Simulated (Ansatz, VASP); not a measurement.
## Ni in VASP and in Ansatz

```xyz
1
Lattice="0.0000 1.7619 1.7619 1.7619 0.0000 1.7619 1.7619 1.7619 0.0000" Properties=species:S:1:pos:R:3 pbc="T T T"
Ni    0.0000    0.0000    0.0000
```

Alike in both runs: task relaxation of cell and atoms; functional PBE; k mesh 25 × 25 × 25; occupations fermi-dirac, width 0.05 eV; collinear spin.

|  | VASP | Ansatz |
| --- | --- | --- |
| version | VASP 6.6.1 | Ansatz 0.2.0 |
| potentials or method | VASP PAW PBE potentials, release 64 (Ni) | PAW with Ansatz's default frozen-core files, scalar-relativistic |
| plane-wave cutoff (eV) | 600 | 420 |
| valence electrons in the cell | 10 | 18 |

VASP gave:

| Property | Result |
| --- | --- |
| net moment per atom (μB) | 0.62 |
| size of the moment on the site where the two differ most (μB) | 0.63 |
| relaxed volume (Å³/atom) | 10.88 |
| relaxed cell length with the largest relative difference (Å) | 2.487 |

What did Ansatz give for the same quantities?

net moment per atom (μB): 0.63; size of the moment on the site where the two differ most (μB): 0.67; relaxed volume (Å³/atom): 10.89; relaxed cell length with the largest relative difference (Å): 2.488.

Site moments also hang on the region over which each program counts them. VASP's potentials hold 10 valence electrons a cell and Ansatz's 18, so a difference there can come from the potentials and not from the codes.
